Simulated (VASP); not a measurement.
# Zr (I4_1/amd) in VASP: relaxation of cell and atoms with LDA

Aim: the relaxation of cell and atoms of Zr with LDA.

Everything below comes from runs of VASP 6.6.1. Logs are shortened: lines on timing, memory, paths and dates and some standing lists are left out, and cuts for length are marked.

### Step 1. The cell of the first run

It takes space group I4_1/amd (No. 141, tetragonal). The conventional cell has a = 4.323 Å, b = 4.323 Å, c = 2.401 Å, α = 90.00°, β = 90.00°, γ = 90.00°. Zr (site symmetry -4m2) has 10 Zr at 2.24 to 2.81 Å within 3.0 Å.

### Step 2. Relaxation of cell and atoms, LDA, target pressure 220 GPa, at which the enthalpy is minimised

Contents of INCAR:

```
PREC = Accurate ; ENCUT = 600
EDIFF = 1E-6 ; ISMEAR = -1
SIGMA = 0.1 ; LREAL = False
LASPH = True ; NELM = 60
ALGO = Normal ; ISIF = 3
LWAVE = False ; LCHARG = False
GGA = CA ; IBRION = 2
NSW = 32 ; EDIFFG = -0.005
PSTRESS = 2200.0
```

Contents of KPOINTS:

```
regular mesh
0
Gamma
  18 18 18
```

Contents of POSCAR:

```
Zr
1.0
   -2.1617238986      2.1617238986      1.2006401786
    2.1617238986     -2.1617238986      1.2006401786
    2.1617238986      2.1617238986     -1.2006401786
Zr
2
Direct
   -0.3750000000     -0.1250000000     -0.2500000000
    0.3750000000      0.1250000000      0.2500000000
```

Potentials or basis: VASP PAW LDA potentials, release 64 (Zr_sv).

On the command line:

```console
$ cat potpaw_LDA.64/Zr_sv/POTCAR > POTCAR
$ mpirun -np 1 vasp_std > vasp.out
```

OUTCAR:

```text
PREC = Accurate
   ENCUT = 600
   EDIFF = 1E-6
   ISMEAR = -1
   LREAL = False
   LASPH = True
   NELM = 60
   ISIF = 3
   GGA = CA
   IBRION = 2
   NSW = 32
   EDIFFG = -0.005
   PSTRESS = 2200.0

 ion  position               nearest neighbor table
   1  0.625  0.875  0.750-   2 2.24   2 2.24   2 2.24   2 2.24   2 2.81   2 2.81   2 2.81   2 2.81
                             2 3.70   2 3.70
   2  0.375  0.125  0.250-   1 2.24   1 2.24   1 2.24   1 2.24   1 2.81   1 2.81   1 2.81   1 2.81
                             1 3.70   1 3.70

  LATTYP: Found a body centered tetragonal cell.
 ALAT       =     4.3234477972
 C/A-ratio  =     0.5554086622

  Lattice vectors:

 A1 = (  -2.1617238986,   2.1617238986,   1.2006401786)
 A2 = (   2.1617238986,  -2.1617238986,   1.2006401786)
 A3 = (   2.1617238986,   2.1617238986,  -1.2006401786)

Analysis of symmetry for initial positions (statically):
=====================================================================
 Subroutine PRICEL returns:
 Original cell was already a primitive cell.

 Routine SETGRP: Setting up the symmetry group for a
 body centered tetragonal supercell.

 Subroutine GETGRP returns: Found 16 space group operations
 (whereof  4 operations were pure point group operations)
 out of a pool of 16 trial point group operations.

The static configuration has the point symmetry C_2h.
 The point group associated with its full space group is D_4h.

Analysis of symmetry for dynamics (positions and initial velocities):
=====================================================================
 Subroutine PRICEL returns:
 Original cell was already a primitive cell.

 Routine SETGRP: Setting up the symmetry group for a
 body centered tetragonal supercell.

 Subroutine GETGRP returns: Found 16 space group operations
 (whereof  4 operations were pure point group operations)
 out of a pool of 16 trial point group operations.

The dynamic configuration has the point symmetry C_2h.
 The point group associated with its full space group is D_4h.

 Subroutine INISYM returns: Found 16 space group operations
 (whereof  4 operations are pure point group operations),
 and found     1 'primitive' translations

----------------------------------------------------------------------------------------

                                     Primitive cell

  volume of cell :      22.4426

  direct lattice vectors                    reciprocal lattice vectors
    -2.161723899  2.161723899  1.200640179     0.000000000  0.231296883  0.416444501
     2.161723899 -2.161723899  1.200640179     0.231296883  0.000000000  0.416444501
     2.161723899  2.161723899 -1.200640179     0.231296883  0.231296883  0.000000000

  length of vectors
     3.284453876  3.284453876  3.284453876     0.476365690  0.476365690  0.327103189

  position of ions in fractional coordinates (direct lattice)
     0.625000000  0.875000000  0.750000000
     0.375000000  0.125000000  0.250000000

  ion indices of the primitive-cell ions
   primitive index   ion index
                 1           1
                 2           2

----------------------------------------------------------------------------------------

 KPOINTS: regular mesh

Automatic generation of k-mesh.
 Grid dimensions read from file:
 generate k-points for:   18   18   18

 Generating k-lattice:

  Cartesian coordinates                     Fractional coordinates (reciprocal lattice)
     0.000000000  0.012849827  0.023135806     0.055555556  0.000000000  0.000000000
     0.012849827  0.000000000  0.023135806     0.000000000  0.055555556  0.000000000
     0.012849827  0.012849827  0.000000000     0.000000000  0.000000000  0.055555556

  Length of vectors
     0.026464761  0.026464761  0.018172399

  Shift w.r.t. Gamma in fractional coordinates (k-lattice)
     0.000000000  0.000000000  0.000000000

 Subroutine IBZKPT returns following result:
 ===========================================

 Found    480 irreducible k-points:

 Following reciprocal coordinates:
            Coordinates               Weight
  0.000000  0.000000  0.000000      1.000000
  0.055556 -0.000000  0.000000      8.000000
  0.111111 -0.000000  0.000000      8.000000
  0.166667  0.000000  0.000000      8.000000
  0.222222  0.000000 -0.000000      8.000000
  0.277778 -0.000000  0.000000      8.000000
[... 16 lines left out ...]
 -0.277778  0.055556 -0.000000     16.000000
 -0.222222  0.055556  0.000000     16.000000
 [... further k-points ...]
   k-points           NKPTS =    480   k-points in BZ     NKDIM =    480   number of bands    NBANDS=     16
   number of dos      NEDOS =    301   number of ions     NIONS =      2
   total plane-waves  NPLWV =  21952
   dimension x,y,z NGX =    28 NGY =   28 NGZ =   28
   dimension x,y,z NGXF=    56 NGYF=   56 NGZF=   56
   ions per type =               2
   NGX,Y,Z   is equivalent  to a cutoff of  14.17, 14.17, 14.17 a.u.
   NGXF,Y,Z  is equivalent  to a cutoff of  28.34, 28.34, 28.34 a.u.
 SYSTEM =  unknown system
   PREC   = accura    normal or accurate (medium, high low for compatibility)
   ISTART =      0    job   : 0-new  1-cont  2-samecut
   ICHARG =      2    charge: 1-file 2-atom 10-const
   ISPIN  =      1    spin polarized calculation?
   LNONCOLLINEAR =      F non collinear calculations
   LSORBIT =      F    spin-orbit coupling
   LASPH  =      T    aspherical Exc in radial PAW
   ENCUT  =  600.0 eV  44.10 Ry    6.64 a.u.   6.56  6.56  6.56*2*pi/ulx,y,z
   NELM   =     60;   NELMIN=  2; NELMDL= -5     # of ELM steps
   EDIFF  = 0.1E-05   stopping-criterion for ELM
   LREAL  =      F    real-space projection
   EDIFFG = -.5E-02   stopping-criterion for IOM
   NSW    =     32    number of steps for IOM
   IBRION =      2    ionic relax: 0-MD 1-quasi-New 2-CG
   NFREE  =      1    steps in history (QN), initial steepest desc. (CG)
   ISIF   =      3    stress and relaxation
   ISYM   =      2    0-nonsym 1-usesym 2-fastsym
   POTIM  = 0.5000    time-step for ionic-motion
   TEBEG  =    0.0;   TEEND  =   0.0 temperature during run
   PSTRESS= 2200.0 pullay stress
   NELECT =      24.0000    total number of electrons
   NUPDOWN=      -1.0000    fix difference up-down
   EMIN   =  10.00;   EMAX   =-10.00  energy-range for DOS
   EFERMI =   0.00;   METHOD = LEGACY
   ISMEAR =    -1;   SIGMA  =   0.10  broadening in eV -4-tet -1-fermi 0-gaus
   EFERMI_NEDOS =   21; number of points for ismear=-14 and -15
   IALGO  =     38    algorithm
   IMIX   =      4    mixing-type and parameters
     AMIX     =   0.40;   BMIX     =  1.00
     AMIX_MAG =   1.60;   BMIX_MAG =  1.00
  volume/ion in A,a.u.               =      11.22        75.73
  Fermi-wavevector in a.u.,A,eV,Ry     =   1.674123  3.163635 38.132902  2.802689
  Thomas-Fermi vector in A             =   2.758974
   LORBIT       =      0    0 simple, 1 ext, 2 COOP (PROOUT), +10 PAW based schemes
   GGA     = CA    functional components
   LHFCALC =     F    Hartree Fock is set to
   AEXX    =    0.0000 exact exchange contribution
   IVDW    =     0    specifies the selected vdW correction
   LEPSILON=     F    determine dielectric tensor
   LRPA    =     F    only Hartree local field effects (RPA)
 conjugate gradient relaxation of ions
 non-spin polarized calculation
  energy-cutoff  :      600.00
  volume of cell :       22.44
 maximum number of plane-waves:       767
   NGX = 13   NGY = 13   NGZ = 13

--------------------------------------- Ionic step        1  -------------------------------------------

 number of electron      24.0000000 magnetization

 Free energy of the ion-electron system (eV)
  ---------------------------------------------------
  ext. energy  EPLUGINS =         0.00000000
  ---------------------------------------------------
  free energy    TOTEN  =        -9.38157670 eV

  energy without entropy =       -9.33976585  energy(sigma->0) =       -9.36067127

------------------------ aborting loop because EDIFF is reached ----------------------------------------

  FORCE on cell =-STRESS in cart. coord.  units (eV):
  Direction    XX          YY          ZZ          XY          YZ          ZX
  --------------------------------------------------------------------------------------
  -------------------------------------------------------------------------------------
  Total       31.3365740     31.3365740     31.1862009      0.0000000     -0.0000000      0.0000000
  in kB     2237.1174476   2237.1174476   2226.3823105      0.0000000     -0.0000000      0.0000000
  external PRESSURE =      33.5390686 kB  Pullay stress =    2200.0000000 kB

 VOLUME and BASIS-vectors are now :
 -----------------------------------------------------------------------------
  energy-cutoff  :      600.00
  volume of cell :       22.44
      direct lattice vectors                 reciprocal lattice vectors
    -2.161723899  2.161723899  1.200640179     0.000000000  0.231296883  0.416444501
     2.161723899 -2.161723899  1.200640179     0.231296883  0.000000000  0.416444501
     2.161723899  2.161723899 -1.200640179     0.231296883  0.231296883  0.000000000
[... 160 lines left out ...]
  FREE ENERGIE OF THE ION-ELECTRON SYSTEM (eV)
  ---------------------------------------------------
  free  energy   TOTEN  =        -9.5072438369 eV

  energy  without entropy=       -9.4658036955  energy(sigma->0) =       -9.48652377

  enthalpy is  TOTEN    =        21.4340501893 eV   P V=       30.9412940261

--------------------------------------- Ionic step        6  -------------------------------------------

 number of electron      24.0000000 magnetization

 Free energy of the ion-electron system (eV)
  ---------------------------------------------------
  ext. energy  EPLUGINS =         0.00000000
  ---------------------------------------------------
  free energy    TOTEN  =        -9.50933856 eV

  energy without entropy =       -9.46775867  energy(sigma->0) =       -9.48854862

 E-fermi :  19.4457     XC(G=0): -15.0056

 val. band max:       19.4437327349   @ k =  -0.3333  -0.3889   0.0556
 cond. band min:      19.4482912259   @ k =  -0.4444   0.5000   0.3889
 fundamental gap:      0.0045584910
 Fermi energy:        19.4456974458

 k-point     1 :       0.0000    0.0000    0.0000
  band No.  band energies     occupation
      1     -30.6956      2.00000
      2     -27.0699      2.00000
      3     -10.0827      2.00000
      4     -10.0827      2.00000
      5      -4.4311      2.00000
      6      -4.3422      2.00000
[... 8 lines left out ...]
     15      23.2543      0.00000
     16      23.8239      0.00000
[... 419 lines left out ...]
 k-point    24 :      -0.2222    0.0556    0.0000
  band No.  band energies     occupation
      1     -30.2132      2.00000
      2     -27.1853      2.00000
      3     -10.0269      2.00000
      4      -9.2493      2.00000
      5      -6.2894      2.00000
      6      -5.7327      2.00000
[... 8 lines left out ...]
     15      21.7261      0.00000
     16      26.1956      0.00000

 [... further k-points ...]

------------------------ aborting loop because EDIFF is reached ----------------------------------------

  FORCE on cell =-STRESS in cart. coord.  units (eV):
  Direction    XX          YY          ZZ          XY          YZ          ZX
  --------------------------------------------------------------------------------------
  -------------------------------------------------------------------------------------
  Total       30.9471854     30.9471854     30.9528353     -0.0000000      0.0000000      0.0000000
  in kB     2200.2720844   2200.2720844   2200.6737752     -0.0000000      0.0000000      0.0000000
  external PRESSURE =       0.4059813 kB  Pullay stress =    2200.0000000 kB

 VOLUME and BASIS-vectors are now :
 -----------------------------------------------------------------------------
  energy-cutoff  :      600.00
  volume of cell :       22.53
      direct lattice vectors                 reciprocal lattice vectors
    -2.165787864  2.165787864  1.201056748     0.000000000  0.230862869  0.416300063
     2.165787864 -2.165787864  1.201056748     0.230862869  0.000000000  0.416300063
     2.165787864  2.165787864 -1.201056748     0.230862869  0.230862869  0.000000000

 POSITION                                       TOTAL-FORCE (eV/Angst)
 -----------------------------------------------------------------------------------
      2.16579      1.08289      0.90079        -0.000000      0.000000      0.000000
      0.00000      1.08289      0.30026         0.000000     -0.000000     -0.000000
 -----------------------------------------------------------------------------------
    total drift:                               -0.000000      0.000000     -0.000000

  FREE ENERGIE OF THE ION-ELECTRON SYSTEM (eV)
  ---------------------------------------------------
  free  energy   TOTEN  =        -9.5093385581 eV

  energy  without entropy=       -9.4677586729  energy(sigma->0) =       -9.48854862

  enthalpy is  TOTEN    =        21.4340199351 eV   P V=       30.9433584932

 reached required accuracy - stopping structural energy minimisation
```

Run time: 21 min. Hardware: 1 thread of Intel Xeon 8259CL, shared host; peak memory 0.31 GiB.

What came out:

| Quantity | Value |
| --- | --- |
| Free energy | -9.5093 eV |
| Relaxed volume | 11.27 Å³/atom |
| Relaxed cell | a = 3.290 Å, b = 3.290 Å, c = 3.290 Å, α = 97.66°, β = 97.66°, γ = 137.18° |
| Space group after relaxing (to 0.1 Å) | I4_1/amd (No. 141) |
| Energy change on relaxing (the run minimises the enthalpy) | -63.9 meV/atom |
| Ionic steps | 6 |
| Pressure after relaxing | 220.0 GPa |
| Band gap on the k mesh | zero (bands 12 and 13 overlap by 3.62 eV) |

The path:
```csv
step,energy change (eV),largest force (eV/Å),pressure (GPa),volume (Å³)
1,0.0000,0.0000,223.35,22.44
2,-1.0113,0.0000,197.27,23.21
3,-0.1340,0.0000,219.84,22.54
4,-0.1300,0.0000,219.96,22.54
5,-0.1257,0.0000,220.08,22.53
6,-0.1278,0.0000,220.04,22.53
```

Final structure:
```
Zr
1.0
    -2.16579    2.16579    1.20106
     2.16579   -2.16579    1.20106
     2.16579    2.16579   -1.20106
Zr
2
Direct
  0.62500 0.87500 0.75000
  0.37500 0.12500 0.25000
```

Levels at points of the mesh, in eV from the Fermi level:
```csv
k point,band 10,band 11,band 12,band 13,band 14,band 15
"(0.00, 0.00, 0.00)",-4.26,-3.80,-2.46,-1.63,3.81,3.81
"(0.50, 0.00, 0.00)",-5.38,-3.03,0.26,0.77,3.29,4.15
"(0.50, 0.50, 0.00)",-3.91,-1.51,-1.51,2.23,2.23,6.47
"(0.50, 0.50, 0.50)",-2.98,-0.18,-0.18,3.47,3.47,4.07
```

Caveat: the cell is relaxed towards a set pressure, so the run minimises the enthalpy, not the energy.
